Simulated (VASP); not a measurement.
# BeZn3Se4 in VASP: further runs

BeZn3Se4 is run at these levels: PBE; tasks: single point, relaxation of cell and atoms.

All numbers are computed with VASP 6.6.1; they aren't measurements. Logs are shortened: lines on timing, memory, paths and dates and some standing lists are left out, and cuts for length are marked.

### Step 1. The cell of the first run

The structure is tetragonal, space group I-42m (No. 121). The conventional cell has a = 5.585 Å, b = 5.585 Å, c = 11.133 Å, α = 90.00°, β = 90.00°, γ = 90.00°. Within 3.0 Å of Be (site symmetry -42m) lie 4 Se at 2.26 Å. Zn (site symmetry -4) has 4 Se at 2.47 Å within 3.3 Å. Zn (site symmetry -42m) has 4 Se at 2.48 Å within 3.3 Å. Within 3.0 Å of Se (site symmetry m) lie 1 Be at 2.26 Å and 3 Zn at 2.47 to 2.48 Å.

### Step 2. Single point, PBE

Input file INCAR:

```
SYSTEM = BeZn3Se4
ALGO = Normal
EDIFF = 1E-6
ENCUT = 520
GGA = PE
ISIF = 2
ISMEAR = 0
LASPH = .True.
LCHARG = .False.
LREAL = .False.
LWAVE = .False.
NBANDS = 41
NELM = 80
PREC = Accurate
SIGMA = 0.15
```

Input file KPOINTS:

```
k-points
0
Gamma
  3 3 3
  0 0 0
```

Input file POSCAR:

```
BeZn3Se4
1.0
   -2.7927261209      2.7927261209      5.5663660570
    2.7927261209     -2.7927261209      5.5663660570
    2.7927261209      2.7927261209     -5.5663660570
Be Zn Se
1 3 4
Direct
    0.0000000000      0.0000000000      0.0000000000
    0.2500000000      0.7500000000      0.5000000000
    0.7500000000      0.2500000000      0.5000000000
    0.5000000000      0.5000000000      0.0000000000
    0.3513305074      0.8846576126      0.0000000000
    0.1153423874      0.1153423874      0.4666728948
    0.6486694926      0.6486694926      0.5333271052
    0.8846576126      0.3513305074      0.0000000000
```

Potentials or basis: VASP PAW PBE potentials, release 64 (Be, Zn, Se).

Started as:

```bash
> cat potpaw_PBE.64/Be/POTCAR potpaw_PBE.64/Zn/POTCAR potpaw_PBE.64/Se/POTCAR > POTCAR
> mpirun -np 1 vasp_std > vasp.out
```

OUTCAR:

```text
SYSTEM = BeZn3Se4
   EDIFF = 1E-6
   ENCUT = 520
   GGA = PE
   ISIF = 2
   ISMEAR = 0
   LASPH = .True.
   LREAL = .False.
   NELM = 80
   PREC = Accurate

 ion  position               nearest neighbor table
   1  0.000  0.000  0.000-   5 2.26   6 2.26   7 2.26   8 2.26
   2  0.250  0.750  0.500-   5 2.47   6 2.47   7 2.47   8 2.47
   3  0.750  0.250  0.500-   6 2.47   7 2.47   8 2.47   5 2.47
   4  0.500  0.500  0.000-   7 2.48   5 2.48   8 2.48   6 2.48
   5  0.351  0.885  0.000-   1 2.26   3 2.47   2 2.47   4 2.48
   6  0.115  0.115  0.467-   1 2.26   2 2.47   3 2.47   4 2.48
   7  0.649  0.649  0.533-   1 2.26   2 2.47   3 2.47   4 2.48
   8  0.885  0.351  0.000-   1 2.26   2 2.47   3 2.47   4 2.48

  LATTYP: Found a body centered tetragonal cell.
 ALAT       =     5.5854522418
 C/A-ratio  =     1.9931657513

  Lattice vectors:

 A1 = (  -2.7927261209,   2.7927261209,   5.5663660570)
 A2 = (   2.7927261209,  -2.7927261209,   5.5663660570)
 A3 = (   2.7927261209,   2.7927261209,  -5.5663660570)

Analysis of symmetry for initial positions (statically):
=====================================================================
 Subroutine PRICEL returns:
 Original cell was already a primitive cell.

 Routine SETGRP: Setting up the symmetry group for a
 body centered tetragonal supercell.

 Subroutine GETGRP returns: Found  8 space group operations
 (whereof  8 operations were pure point group operations)
 out of a pool of 16 trial point group operations.

The static configuration has the point symmetry D_2d.

Analysis of symmetry for dynamics (positions and initial velocities):
=====================================================================
 Subroutine PRICEL returns:
 Original cell was already a primitive cell.

 Routine SETGRP: Setting up the symmetry group for a
 body centered tetragonal supercell.

 Subroutine GETGRP returns: Found  8 space group operations
 (whereof  8 operations were pure point group operations)
 out of a pool of 16 trial point group operations.

The dynamic configuration has the point symmetry D_2d.

 Subroutine INISYM returns: Found  8 space group operations
 (whereof  8 operations are pure point group operations),
 and found     1 'primitive' translations

----------------------------------------------------------------------------------------

                                     Primitive cell

  volume of cell :     173.6555

  direct lattice vectors                    reciprocal lattice vectors
    -2.792726121  2.792726121  5.566366057     0.000000000  0.179036532  0.089825210
     2.792726121 -2.792726121  5.566366057     0.179036532  0.000000000  0.089825210
     2.792726121  2.792726121 -5.566366057     0.179036532  0.179036532  0.000000000

  length of vectors
     6.825179078  6.825179078  6.825179078     0.200306386  0.200306386  0.253195892

  position of ions in fractional coordinates (direct lattice)
     0.000000000  0.000000000  0.000000000
     0.250000000  0.750000000  0.500000000
     0.750000000  0.250000000  0.500000000
     0.500000000  0.500000000  0.000000000
     0.351330507  0.884657613  0.000000000
     0.115342387  0.115342387  0.466672895
     0.648669493  0.648669493  0.533327105
     0.884657613  0.351330507  0.000000000

  ion indices of the primitive-cell ions
   primitive index   ion index
                 1           1
                 2           2
                 3           3
                 4           4
                 5           5
                 6           6
                 7           7
                 8           8

----------------------------------------------------------------------------------------

 KPOINTS: k-points

Automatic generation of k-mesh.
 Grid dimensions read from file:
 generate k-points for:    3    3    3

 Generating k-lattice:

  Cartesian coordinates                     Fractional coordinates (reciprocal lattice)
     0.000000000  0.059678844  0.029941737     0.333333333  0.000000000  0.000000000
     0.059678844  0.000000000  0.029941737     0.000000000  0.333333333  0.000000000
     0.059678844  0.059678844  0.000000000     0.000000000  0.000000000  0.333333333

  Length of vectors
     0.066768795  0.066768795  0.084398631

  Shift w.r.t. Gamma in fractional coordinates (k-lattice)
     0.000000000  0.000000000  0.000000000

 Subroutine IBZKPT returns following result:
 ===========================================

 Found      6 irreducible k-points:

 Following reciprocal coordinates:
            Coordinates               Weight
  0.000000  0.000000  0.000000      1.000000
  0.333333  0.000000 -0.000000      8.000000
  0.333333  0.333333  0.000000      8.000000
 -0.333333  0.333333  0.000000      4.000000
 -0.333333  0.333333  0.333333      4.000000
 -0.333333 -0.333333  0.333333      2.000000
   k-points           NKPTS =      6   k-points in BZ     NKDIM =      6   number of bands    NBANDS=     41
   number of dos      NEDOS =    301   number of ions     NIONS =      8
   total plane-waves  NPLWV = 157464
   dimension x,y,z NGX =    54 NGY =   54 NGZ =   54
   dimension x,y,z NGXF=   108 NGYF=  108 NGZF=  108
   ions per type =               1   3   4
   NGX,Y,Z   is equivalent  to a cutoff of  13.15, 13.15, 13.15 a.u.
   NGXF,Y,Z  is equivalent  to a cutoff of  26.31, 26.31, 26.31 a.u.
 SYSTEM =  BeZn3Se4
   PREC   = accura    normal or accurate (medium, high low for compatibility)
   ISTART =      0    job   : 0-new  1-cont  2-samecut
   ICHARG =      2    charge: 1-file 2-atom 10-const
   ISPIN  =      1    spin polarized calculation?
   LNONCOLLINEAR =      F non collinear calculations
   LSORBIT =      F    spin-orbit coupling
   LASPH  =      T    aspherical Exc in radial PAW
   ENCUT  =  520.0 eV  38.22 Ry    6.18 a.u.  12.69 12.69 12.69*2*pi/ulx,y,z
   NELM   =     80;   NELMIN=  2; NELMDL= -5     # of ELM steps
   EDIFF  = 0.1E-05   stopping-criterion for ELM
   LREAL  =      F    real-space projection
   EDIFFG = 0.1E-04   stopping-criterion for IOM
   NSW    =      0    number of steps for IOM
   IBRION =     -1    ionic relax: 0-MD 1-quasi-New 2-CG
   NFREE  =      0    steps in history (QN), initial steepest desc. (CG)
   ISIF   =      2    stress and relaxation
   ISYM   =      2    0-nonsym 1-usesym 2-fastsym
   POTIM  = 0.5000    time-step for ionic-motion
   TEBEG  =    0.0;   TEEND  =   0.0 temperature during run
   PSTRESS=    0.0 pullay stress
   NELECT =      62.0000    total number of electrons
   NUPDOWN=      -1.0000    fix difference up-down
   EMIN   =  10.00;   EMAX   =-10.00  energy-range for DOS
   EFERMI =   0.00;   METHOD = LEGACY
   ISMEAR =     0;   SIGMA  =   0.15  broadening in eV -4-tet -1-fermi 0-gaus
   EFERMI_NEDOS =   21; number of points for ismear=-14 and -15
   IALGO  =     38    algorithm
   IMIX   =      4    mixing-type and parameters
     AMIX     =   0.40;   BMIX     =  1.00
     AMIX_MAG =   1.60;   BMIX_MAG =  1.00
  volume/ion in A,a.u.               =      21.71       146.49
  Fermi-wavevector in a.u.,A,eV,Ry     =   1.161384  2.194698 18.351718  1.348813
  Thomas-Fermi vector in A             =   2.297957
   LORBIT       =      0    0 simple, 1 ext, 2 COOP (PROOUT), +10 PAW based schemes
   GGA     = PE    functional components
   LHFCALC =     F    Hartree Fock is set to
   AEXX    =    0.0000 exact exchange contribution
   IVDW    =     0    specifies the selected vdW correction
   LEPSILON=     F    determine dielectric tensor
   LRPA    =     F    only Hartree local field effects (RPA)
 non-spin polarized calculation
 Gauss-broadening in eV      SIGMA  =   0.15
  energy-cutoff  :      520.00
  volume of cell :      173.66
 maximum number of plane-waves:      4709
 NGX is ok and might be reduce to    54
   NGX = 25   NGY = 25   NGZ = 25

 number of electron      61.9999993 magnetization

 Free energy of the ion-electron system (eV)
  ---------------------------------------------------
  ext. energy  EPLUGINS =         0.00000000
  ---------------------------------------------------
  free energy    TOTEN  =       -26.84548570 eV

  energy without entropy =      -26.84548570  energy(sigma->0) =      -26.84548570

 E-fermi :   2.4605     XC(G=0):  -9.2787

 val. band max:        1.8050268403   @ k =   0.0000   0.0000   0.0000
 cond. band min:       3.5741592219   @ k =   0.0000   0.0000   0.0000
 fundamental gap:      1.7691323816
 Fermi energy:         2.4604939063

 k-point     1 :       0.0000    0.0000    0.0000
  band No.  band energies     occupation
      1     -11.4351      2.00000
      2     -10.2593      2.00000
      3     -10.2451      2.00000
      4     -10.2451      2.00000
      5      -4.6187      2.00000
      6      -4.5764      2.00000
[... 33 lines left out ...]
     40       7.5291      0.00000
     41       8.4720      0.00000

 k-point     2 :       0.3333    0.0000   -0.0000
  band No.  band energies     occupation
      1     -11.1336      2.00000
      2     -10.5030      2.00000
      3     -10.3315      2.00000
      4     -10.3077      2.00000
      5      -4.6147      2.00000
      6      -4.5860      2.00000
[... 33 lines left out ...]
     40       8.5137      0.00000
     41       8.5773      0.00000

 k-point     3 :       0.3333    0.3333    0.0000
  band No.  band energies     occupation
      1     -10.8326      2.00000
      2     -10.5218      2.00000
      3     -10.4870      2.00000
      4     -10.4537      2.00000
      5      -4.5670      2.00000
      6      -4.5572      2.00000
[... 33 lines left out ...]
     40       8.1719      0.00000
     41       8.8911      0.00000

 k-point     4 :      -0.3333    0.3333    0.0000
  band No.  band energies     occupation
      1     -10.9803      2.00000
      2     -10.4853      2.00000
      3     -10.4682      2.00000
      4     -10.3304      2.00000
      5      -4.5964      2.00000
      6      -4.5717      2.00000
[... 33 lines left out ...]
     40       8.2865      0.00000
     41       8.5295      0.00000

 k-point     5 :      -0.3333    0.3333    0.3333
  band No.  band energies     occupation
      1     -10.8391      2.00000
      2     -10.6729      2.00000
      3     -10.5704      2.00000
      4     -10.2474      2.00000
      5      -4.6203      2.00000
      6      -4.5731      2.00000
[... 33 lines left out ...]
     40       8.2238      0.00000
     41       8.3989      0.00000

 k-point     6 :      -0.3333   -0.3333    0.3333
  band No.  band energies     occupation
      1     -11.1899      2.00000
      2     -10.5893      2.00000
      3     -10.2510      2.00000
      4     -10.2510      2.00000
      5      -4.6350      2.00000
      6      -4.6093      2.00000
[... 33 lines left out ...]
     40       8.5514      0.00000
     41       8.5514      0.00000

------------------------ aborting loop because EDIFF is reached ----------------------------------------

  FORCE on cell =-STRESS in cart. coord.  units (eV):
  Direction    XX          YY          ZZ          XY          YZ          ZX
  --------------------------------------------------------------------------------------
  -------------------------------------------------------------------------------------
  Total        0.6138392      0.6138392      0.5819607      0.0000000      0.0000000      0.0000000
  in kB        5.6633940      5.6633940      5.3692771      0.0000000      0.0000000      0.0000000
  external PRESSURE =       5.5653550 kB  Pullay stress =       0.0000000 kB

 VOLUME and BASIS-vectors are now :
 -----------------------------------------------------------------------------
  energy-cutoff  :      520.00
  volume of cell :      173.66
      direct lattice vectors                 reciprocal lattice vectors
    -2.792726121  2.792726121  5.566366057     0.000000000  0.179036532  0.089825210
     2.792726121 -2.792726121  5.566366057     0.179036532  0.000000000  0.089825210
     2.792726121  2.792726121 -5.566366057     0.179036532  0.179036532  0.000000000

 POSITION                                       TOTAL-FORCE (eV/Angst)
 -----------------------------------------------------------------------------------
      0.00000      0.00000      0.00000        -0.000000      0.000000      0.000000
      2.79273     -0.00000      2.78318        -0.000000      0.000000      0.000000
     -0.00000      2.79273      2.78318         0.000000      0.000000      0.000000
      0.00000      0.00000      5.56637         0.000000      0.000000      0.000000
      1.48944     -1.48944      6.87996         0.032663     -0.032663     -0.014955
      1.30329      1.30329     -1.31360        -0.032663     -0.032663      0.014955
      1.48944      1.48944      4.25277         0.032663      0.032663      0.014955
     -1.48944      1.48944      6.87996        -0.032663      0.032663     -0.014955
 -----------------------------------------------------------------------------------
    total drift:                                0.000004      0.000004      0.000009

  FREE ENERGIE OF THE ION-ELECTRON SYSTEM (eV)
  ---------------------------------------------------
  free  energy   TOTEN  =       -26.8454857035 eV

  energy  without entropy=      -26.8454857034  energy(sigma->0) =      -26.84548570
```

It took 55 s on 1 thread of Intel Xeon 6975P-C (Granite Rapids), shared host; peak memory 0.4 GiB.

What came out:

| Property | Result |
| --- | --- |
| Free energy | -26.8455 eV |
| Pressure | 0.6 GPa |
| Largest force | 0.049 eV/Å |
| Band gap on the k mesh | 1.77 eV, direct |

Forces in eV/Å, atoms in the order of the input:
```
Be   0.000  0.000  0.000
Zn   0.000  0.000  0.000
Zn   0.000  0.000  0.000
Zn   0.000  0.000  0.000
Se   0.033 -0.033 -0.015
Se  -0.033 -0.033  0.015
Se   0.033  0.033  0.015
Se  -0.033  0.033 -0.015
```

Levels at points of the mesh, in eV from the valence-band top:
```
           k point  band 27  band 28  band 29  band 30  band 31  band 32  band 33  band 34  band 35  band 36
(0.00, 0.00, 0.00)    -2.09    -2.09    -0.05     0.00     0.00     1.77     2.93     3.38     5.40     5.40
```

Caveat: the k points lie up to 0.53 Å⁻¹ apart. PBE gaps usually lie below the measured ones, often by a third to a half.

### Step 3. Single point, PBE

This run uses another cell than the first one, of 21.83 Å³/atom, 1.005 times its volume.

Input file INCAR:

```
SYSTEM = BeZn3Se4
  PREC = Accurate
  ENCUT = 520
  EDIFF = 1E-6
  ISMEAR = 0
  SIGMA = 0.1
  LREAL = .False.
  LASPH = .True.
  NELM = 80
  ALGO = Normal
  ISIF = 2
  LWAVE = .False.
  LCHARG = .False.
  GGA = PE
  NBANDS = 41
```

Input file KPOINTS:

```
Automatic mesh
0
Gamma
  4 4 4
  0 0 0
```

Input file POSCAR:

```
BeZn3Se4
1.0
    5.5952126591      0.0000000000      0.0000000000
    0.0000000000      5.5952126591      0.0000000000
   -2.7976063296     -2.7976063296      5.5774432735
Be Zn Se
1 3 4
Direct
    0.0000000000      0.0000000000      0.0000000000
    0.7500000000      0.2500000000      0.5000000000
    0.2500000000      0.7500000000      0.5000000000
    0.5000000000      0.5000000000      0.0000000000
    0.8850897086      0.3508388706      0.2359285792
    0.1149102914      0.1149102914      0.7640714208
    0.6491611294      0.6491611294      0.7640714208
    0.3508388706      0.8850897086      0.2359285792
```

Potentials or basis: VASP PAW PBE potentials, release 64 (Be, Zn, Se).

Started as:

```bash
> cat potpaw_PBE.64/Be/POTCAR potpaw_PBE.64/Zn/POTCAR potpaw_PBE.64/Se/POTCAR > POTCAR
> mpirun -np 1 vasp_std > vasp.out
```

Wall time 58 s (1 thread of Intel Xeon 6975P-C (Granite Rapids), shared host); peak memory 0.34 GiB.

The run converged. Its results:

* Free energy: -26.8643 eV
* Pressure: 0.2 GPa
* Largest force: 0.010 eV/Å
* Band gap on the k mesh: 1.74 eV, direct

Forces on the atoms (eV/Å):
```
Be   0.000  0.000  0.000
Zn   0.000  0.000  0.000
Zn   0.000  0.000  0.000
Zn   0.000  0.000  0.000
Se   0.006 -0.006 -0.005
Se  -0.006 -0.006  0.005
Se   0.006  0.006  0.005
Se  -0.006  0.006 -0.005
```

Levels at points of the mesh, in eV from the valence-band top:
| k point | band 29 | band 30 | band 31 | band 32 | band 33 | band 34 |
| --- | --- | --- | --- | --- | --- | --- |
| (0.00, 0.00, 0.00) | -0.06 | 0.00 | 0.00 | 1.74 | 2.94 | 3.37 |
| (0.50, 0.00, 0.00) | -1.54 | -0.98 | -0.78 | 3.92 | 4.35 | 4.79 |
| (0.50, 0.50, 0.00) | -0.82 | -0.71 | -0.57 | 2.61 | 2.74 | 4.35 |
| (0.00, 0.00, 0.50) | -1.38 | -1.09 | -1.09 | 3.03 | 3.03 | 3.23 |

As with any semilocal functional, this PBE gap is likely too small.

### Step 4. Relaxation of cell and atoms, PBE

This run uses another cell than the first one, of 19.57 Å³/atom, 0.902 times its volume.

Input file INCAR:

```
  PREC = Accurate
  ENCUT = 600
  EDIFF = 1E-7
  ISMEAR = 0
  SIGMA = 0.15
  LREAL = F
  LASPH = T
  NELM = 60
  ALGO = Normal
  ISIF = 3
  LWAVE = F
  LCHARG = F
  GGA = PE
  IBRION = 2
  NSW = 36
  EDIFFG = -0.08
```

Input file KPOINTS:

```
Automatic mesh
0
Gamma
  3 3 3
```

Input file POSCAR:

```
BeZn3Se4
1.0
   -2.6950000000      2.6950000000      5.3900000000
    2.6950000000     -2.6950000000      5.3900000000
    2.6950000000      2.6950000000     -5.3900000000
Be Zn Se
1 3 4
Direct
    0.0000000000      0.0000000000      0.0000000000
    0.2500000000      0.7500000000      0.5000000000
    0.7500000000      0.2500000000      0.5000000000
    0.5000000000      0.5000000000      0.0000000000
    0.3585000000      0.8805000000      0.0000000000
    0.1195000000      0.1195000000      0.4780000000
    0.6415000000      0.6415000000      0.5220000000
    0.8805000000      0.3585000000      0.0000000000
```

Started as:

```bash
> cat potpaw_PBE.64/Be/POTCAR potpaw_PBE.64/Zn/POTCAR potpaw_PBE.64/Se/POTCAR > POTCAR
> mpirun -np 1 vasp_std > vasp.out
```

It took 3.7 min on 1 thread of Intel Xeon 6975P-C (Granite Rapids), shared host; peak memory 0.44 GiB.

It converged, with:

- Free energy: -26.8458 eV
- Relaxed volume: 21.91 Å³/atom
- Relaxed cell: a = 6.849 Å, b = 6.849 Å, c = 6.849 Å, α = 131.73°, β = 131.73°, γ = 70.66°
- Space group after relaxing (to 0.05 Å): I-42m (No. 121)
- Energy gained by relaxing: 67.3 meV/atom
- Ionic steps: 6
- Pressure after relaxing: -0.1 GPa
- Largest force after relaxing: 0.020 eV/Å
- Band gap on the k mesh: 1.72 eV, direct

Forces on the atoms (eV/Å):
```
Be   0.000  0.000  0.000
Zn   0.000  0.000  0.000
Zn   0.000  0.000  0.000
Zn   0.000  0.000  0.000
Se  -0.001  0.001  0.020
Se   0.001  0.001 -0.020
Se  -0.001 -0.001 -0.020
Se   0.001 -0.001  0.020
```

The path:
```tsv
step	energy change (eV)	largest force (eV/Å)	pressure (GPa)	volume (Å³)
1	0.0000	0.6997	9.10	156.59
2	-0.4704	0.1277	-2.43	183.15
3	-0.5255	0.2379	-0.16	175.81
4	-0.5254	0.2311	-0.29	176.21
5	-0.5343	0.1321	-0.19	175.82
6	-0.5386	0.0201	-0.05	175.28
```

Final structure:
```
Be Zn Se
1.0
    -2.80056    2.80056    5.58716
     2.80056   -2.80056    5.58716
     2.80056    2.80056   -5.58716
Be Zn Se
1 3 4
Direct
  0.00000 0.00000 0.00000
  0.25000 0.75000 0.50000
  0.75000 0.25000 0.50000
  0.50000 0.50000 0.00000
  0.35050 0.88500 0.00000
  0.11500 0.11500 0.46550
  0.64950 0.64950 0.53450
  0.88500 0.35050 0.00000
```

Levels at points of the mesh, in eV from the valence-band top:
| k point | band 29 | band 30 | band 31 | band 32 | band 33 | band 34 |
| --- | --- | --- | --- | --- | --- | --- |
| (0.00, 0.00, 0.00) | -0.06 | 0.00 | 0.00 | 1.72 | 2.95 | 3.37 |

Caveat: the k points lie up to 0.53 Å⁻¹ apart in the final cell; the relaxation stopped at a loose force limit of 0.08 eV/Å, so its end isn't a converged minimum.

(Continued in part 2 of 2.)
